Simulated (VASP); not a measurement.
Crystal: Ni.

```
CELL_PARAMETERS angstrom
0.00000 1.76735 1.76735
1.76735 0.00000 1.76735
1.76735 1.76735 0.00000
ATOMIC_POSITIONS crystal
Ni 0.00000 0.00000 0.00000
```

Base run:

| Quantity | Value |
| --- | --- |
| Program | VASP 6.6.1 |
| Functional | PBE |
| Potentials or basis | VASP PAW PBE potentials, release 64 (Ni) |
| Cutoff | 520 eV |
| k mesh | 12 × 12 × 12 |
| Occupations | fermi-dirac, width 0.1 eV |
| Spin | collinear spin, ferromagnetic start |
| Starting moments | [0.73] μB |
| Fixed moment | 0.73 μB |

Its results: pressure -1.5 GPa; site moments Ni +0.74 μB.

Q: The run is repeated on the same cell with these changes: fixed moment from 0.73 μB to 1.94 μB; moments at the start from [0.73] to [1.94]. What comes out?

A: Pressure 21.2 GPa; site moments Ni +1.82 μB.

Caveats: the total moment is fixed, so each spin has its own Fermi level.
